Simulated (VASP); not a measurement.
ZnS:

```
Zn S
1.0
     3.81100    0.00000    0.00000
    -1.90550    3.30042    0.00000
     0.00000    0.00000    6.23400
Zn S
2 2
Direct
  0.33333 0.66667 0.00000
  0.66667 0.33333 0.50000
  0.33333 0.66667 0.38500
  0.66667 0.33333 0.88500
```

- Program: VASP 6.6.1
- Task: relaxation of cell and atoms
- Functional: PBE
- Potentials or basis: VASP PAW PBE potentials, release 64 (Zn, S)
- Cutoff: 600 eV
- k mesh: 12 × 12 × 4
- Occupations: fermi-dirac, width 0.02 eV
- Spin: no spin polarisation

At the start: pressure 2.5 GPa; volume 19.60 Å³/atom.

Q: Where does the relaxation end?

A: Over 12 steps the energy falls by 9.8 meV/atom and the volume is 20.22 Å³/atom (+3.2 %); space group P6_3mc (No. 186, to 0.1 Å) before and after.

Step by step:
```tsv
step	energy change (eV)	largest force (eV/Å)	pressure (GPa)	volume (Å³)
1	0.0000	0.3224	2.49	78.41
2	-0.0315	0.0914	-0.84	81.91
3	-0.0329	0.1293	-0.26	81.29
4	-0.0329	0.1255	-0.31	81.34
5	-0.0361	0.0684	-0.11	81.10
6	-0.0375	0.0142	-0.01	80.87
7	-0.0356	0.1067	0.48	80.42
8	-0.0376	0.0088	0.07	80.78
9	-0.0391	0.0048	0.11	80.78
10	-0.0391	0.0078	0.12	80.79
11	-0.0391	0.0016	-0.08	81.01
12	-0.0391	0.0050	0.00	80.90
```

Final structure:
```
Zn S
1.0
     3.84744    0.00000    0.00000
    -1.92372    3.33198    0.00000
     0.00000    0.00000    6.31045
Zn S
2 2
Direct
  0.33333 0.66667 0.00518
  0.66667 0.33333 0.50518
  0.33333 0.66667 0.37982
  0.66667 0.33333 0.87982
```
